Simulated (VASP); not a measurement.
## Ta (a cell with a defect): single point with PBE

Ta (a cell with a defect):

```
CELL_PARAMETERS angstrom
-3.27684 3.27684 3.27684
3.27684 -3.27684 3.27684
3.27684 3.27684 -3.27684
ATOMIC_POSITIONS crystal
Ta 0.99699 0.99701 0.99838
Ta 0.99705 0.99550 0.49851
Ta 0.99699 0.49531 0.49984
Ta 0.49687 0.99507 0.99821
Ta 0.49483 0.99303 0.49625
Ta 0.49916 0.49526 0.99843
Ta 0.49700 0.49508 0.49832
```

```
Program             : VASP 6.6.1
Task                : single point
Functional          : PBE
Potentials or basis : VASP PAW PBE potentials, release 64 (Ta_pv)
Cutoff              : 520 eV
k mesh              : 3 × 3 × 3
Occupations         : fermi-dirac, width 0.05 eV
Spin                : no spin polarisation
```

```
Pressure      : -1.2 GPa
Largest force : 0.015 eV/Å
```

Forces in eV/Å, atoms in the order of the input:
```
Ta   0.007 -0.007  0.004
Ta  -0.008 -0.001 -0.003
Ta   0.007  0.008 -0.010
Ta  -0.001  0.003  0.003
Ta  -0.002 -0.005 -0.002
Ta  -0.002  0.004  0.003
Ta  -0.002 -0.001  0.005
```

Levels at points of the mesh, in eV from the Fermi level:
| k point | band 35 | band 36 | band 37 | band 38 | band 39 | band 40 |
| --- | --- | --- | --- | --- | --- | --- |
| (0.00, 0.00, 0.00) | -0.46 | -0.46 | 1.74 | 1.74 | 1.74 | 2.09 |

Wall time 3.9 min on 1 thread of AMD EPYC 7R13 Processor (Zen 3), with other jobs on the host, peak memory 0.25 GiB.

Caveat: the k points lie up to 0.45 Å⁻¹ apart; spin-orbit coupling is left out, which moves the levels of the heavy elements.
